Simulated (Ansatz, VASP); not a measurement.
One calculation of Ag, two programs

```xyz
1
Lattice="0.0000 2.0088 2.2096 2.0088 0.0000 2.2096 2.0088 2.0088 0.0000" Properties=species:S:1:pos:R:3 pbc="T T T"
Ag    0.0000    0.0000    0.0000
```

Alike in both runs: task single point; functional PBE; k mesh 28 × 28 × 28; occupations gaussian, width 0.15 eV; no spin polarisation.

|  | VASP | Ansatz |
| --- | --- | --- |
| version | VASP 6.6.1 | Ansatz 0.2.0 |
| potentials or method | VASP PAW PBE potentials, release 64 (Ag), cutoff 520 eV | scalar-relativistic, plane waves, PAW |
| valence electrons in the cell | 11 | 19 |

Ansatz gave:

| Property | Result |
| --- | --- |
| gap on the k mesh at the Fermi level (eV) | none |
| pressure (GPa) | 0.4 |
| traceless stress, the component that is largest in VASP (GPa) | -2.79 |

**Question.** What did VASP give for the same quantities?

**Answer.** gap on the k mesh at the Fermi level (eV): none; pressure (GPa): 0.4; traceless stress, the component that is largest in VASP (GPa): -2.76.

A gap of «none» marks a metal or a gap that the smearing closes. VASP's potentials hold 11 valence electrons a cell and Ansatz's 19, so a difference there can come from the potentials and not from the codes.
